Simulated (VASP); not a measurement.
Here is a VASP 6.6.1 calculation.

POSCAR

```
Cu
1.0
    0.0000000000      1.8075000000      1.8075000000
    1.8075000000      0.0000000000      1.8075000000
    1.8075000000      1.8075000000      0.0000000000
Cu
1
Direct
    0.0000000000      0.0000000000      0.0000000000
```

The input INCAR.step1:

```
SYSTEM = Cu
ALGO = Normal ; EDIFF = 1E-4
ENCUT = 520 ; GGA = PE
ISMEAR = 1 ; LASPH = .True.
LCHARG = .False. ; LREAL = .False.
LWAVE = .True. ; NBANDS = 12
NELM = 60 ; PREC = Accurate
SIGMA = 0.1
```

Contents of INCAR.step2:

```
SYSTEM = Cu
ALGO = Normal ; EDIFF = 1E-6
ENCUT = 520 ; ISIF = 2
ISMEAR = 1 ; ISTART = 1
LASPH = .True. ; LCHARG = .True.
LELF = .True. ; LMIXTAU = .True.
LREAL = .False. ; LVHAR = .True.
LWAVE = .False. ; METAGGA = R2SCAN
NBANDS = 12 ; NELM = 60
PREC = Accurate ; SIGMA = 0.1
```

KPOINTS

```
k-points
0
Gamma
  8 8 8
  0 0 0
```

Potentials or basis: VASP PAW PBE potentials, release 64 (Cu).

Launch:

```sh
$ cat potpaw_PBE.64/Cu/POTCAR > POTCAR
$ cp INCAR.step1 INCAR
$ mpirun -np 1 vasp_std > vasp.out
$ cp INCAR.step2 INCAR
$ mpirun -np 1 vasp_std > vasp.out
```

(1) Predict the pressure.

Results:

(1) -3.3 GPa.

Caveat: the k points lie up to 0.38 Å⁻¹ apart; the PAW data sets were made with another functional, which shifts forces and pressure a little.
